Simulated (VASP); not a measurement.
Here is a VASP 6.6.1 calculation.

The input INCAR:

```
ALGO = Normal
EDIFF = 1E-6
ENCUT = 520
GGA = PE
ISIF = 2
ISMEAR = 0
LASPH = True
LCHARG = True
LELF = True
LREAL = False
LVHAR = True
LWAVE = False
NBANDS = 46
NELM = 80
PREC = Accurate
SIGMA = 0.01
```

KPOINTS

```
k-points
0
Gamma
  8 8 4
```

POSCAR

```
Cd3HgTe4
1.0
    4.6873536753      0.0000000000      0.0000000000
    0.0000000000      4.6873536753      0.0000000000
    0.0000000000      0.0000000000     13.2426446599
Cd Hg Te
3 1 4
Direct
    0.0000000000      0.0000000000      0.0000000000
    0.5000000000      0.5000000000      0.2495205687
    0.5000000000      0.5000000000      0.7504794313
    0.0000000000      0.0000000000      0.5000000000
    0.5000000000      0.0000000000      0.1247225012
    0.0000000000      0.5000000000      0.3739644968
    0.5000000000      0.0000000000      0.6260355032
    0.0000000000      0.5000000000      0.8752774988
```

Potentials or basis: VASP PAW PBE potentials, release 64 (Cd, Hg, Te).

The run is started by

```sh
$ cat potpaw_PBE.64/Cd/POTCAR potpaw_PBE.64/Hg/POTCAR potpaw_PBE.64/Te/POTCAR > POTCAR
$ mpirun -np 1 vasp_std > vasp.out
```

What does it give for the pressure?

0.1 GPa.

What does it give for the band gap on the k mesh?

0.18 eV.

Caveat: spin-orbit coupling is left out, which moves the levels of the heavy elements.
